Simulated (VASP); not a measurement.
Wanted: the native input for a VASP 6.6.1 run.

- Task: single point
- Functional: PBE
- Potentials or basis: VASP PAW PBE potentials, release 64 (Na_pv, H)
- Cutoff: 520 eV
- k mesh: 4 × 4 × 1
- Occupations: gaussian, width 0.1 eV
- Spin: no spin polarisation
- Dipole correction: yes
- Further INCAR settings: ALGO = Normal; EDIFF = 1e-06; NBANDS = 40

The structure of Na4H lies in POSCAR:

```
Na4H
1.0
    7.2665057608      0.0000000000      0.0000000000
   -2.4221685869      6.8509273320      0.0000000000
    0.0000000000      0.0000000000     20.9665385532
Na H
8 2
Direct
    0.2500000000      0.2500000000      0.1907801800
    0.2500000000      0.7500000000      0.1907801800
    0.7500000000      0.2500000000      0.1907801800
    0.7500000000      0.7500000000      0.1907801800
    0.0000000000      0.0000000000      0.3322693699
    0.0000000000      0.5000000000      0.3322693699
    0.5000000000      0.0000000000      0.3322693699
    0.5000000000      0.5000000000      0.3322693699
   -0.1537878090      0.7500000000      0.3995193833
    0.1537878090      0.7500000000      0.3995193833
```

These files were run (other wordings do the same):

INCAR

```
ALGO = Normal
DIPOL = 0.5 0.5 0.289
EDIFF = 1E-6
ENCUT = 520
GGA = PE
IDIPOL = 3
ISIF = 2
ISMEAR = 0
LASPH = T
LCHARG = T
LDIPOL = T
LELF = T
LREAL = F
LVACPOTAV = T
LVHAR = T
LWAVE = F
NBANDS = 40
NELM = 60
PREC = Accurate
SIGMA = 0.1
```

KPOINTS

```
k-points
0
Gamma
  4 4 1
```

Potentials or basis: VASP PAW PBE potentials, release 64 (Na_pv, H).

The run is started by

```sh
$ cat potpaw_PBE.64/Na_pv/POTCAR potpaw_PBE.64/H/POTCAR > POTCAR
$ mpirun -np 1 vasp_std > vasp.out
```

It gave:

```json
{"Largest force": "0.879 eV/Å", "Band gap on the k mesh": "zero (band 29 reaches -1.95 eV, above the bottom of band 30 at -2.75 eV)"}
```

It took 19 min on 1 thread of Oxide Virtual Turin-like Processor, with other jobs on the host, peak memory 1 GiB.
